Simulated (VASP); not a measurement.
A run of VASP 6.6.1 is set up as follows.

INCAR

```
  PREC = Accurate
  ENCUT = 520
  EDIFF = 1E-6
  ISMEAR = 0
  SIGMA = 0.05
  LREAL = F
  LASPH = T
  NELM = 150
  ALGO = Normal
  ISIF = 2
  LWAVE = F
  LCHARG = F
  ISPIN = 2
  MAGMOM = 3 2 0 0
  LORBIT = 11
  LMAXMIX = 4
  LDAU = T
  LDAUTYPE = 2
  LDAUL = 2 -1 -1
  LDAUU = 3.3 0 0
  LDAUJ = 0 0 0
  LDAUPRINT = 1
  GGA = PE
  NBANDS = 28
```

Contents of KPOINTS:

```
Automatic mesh
0
Gamma
  10 10 10
```

File POSCAR:

```
CoPdO2
1.0
    1.4224998091      0.8212806477      5.9600012628
   -1.4224998091      0.8212806477      5.9600012628
    0.0000000000     -1.6425612954      5.9600012628
Co Pd O
1 1 2
Direct
    0.5000000000      0.5000000000      0.5000000000
    0.0000000000      0.0000000000      0.0000000000
    0.1121500000      0.1121500000      0.1121500000
    0.8878500000      0.8878500000      0.8878500000
```

Potentials or basis: VASP PAW PBE potentials, release 64 (Co, Pd, O).

Run with:

```sh
$ cat potpaw_PBE.64/Co/POTCAR potpaw_PBE.64/Pd/POTCAR potpaw_PBE.64/O/POTCAR > POTCAR
$ mpirun -np 1 vasp_std > vasp.out
```

Problem. Estimate the site moments.

Solution. Co +2.22; Pd -0.13; O +0.04 μB.

Problem. Estimate the net moment.

Solution. 2.20 μB per cell.

Problem. What does it give for the pressure?

Solution. 16.0 GPa.

Problem. Estimate the largest force.

Solution. 1.414 eV/Å.

Forces in eV/Å, atoms in the order of the input:
```
Co   0.000  0.000  0.000
Pd   0.000  0.000  0.000
O    0.000  0.000 -1.414
O    0.000  0.000  1.414
```

Caveat: the cell stands under pressure; a cell with one magnetic atom can't hold antiferromagnetic order, which such compounds often take; forces of over 1 eV/Å act on the atoms, so gaps and moduli don't describe the material at rest. The state reached can hang on the start; a lower one may exist.
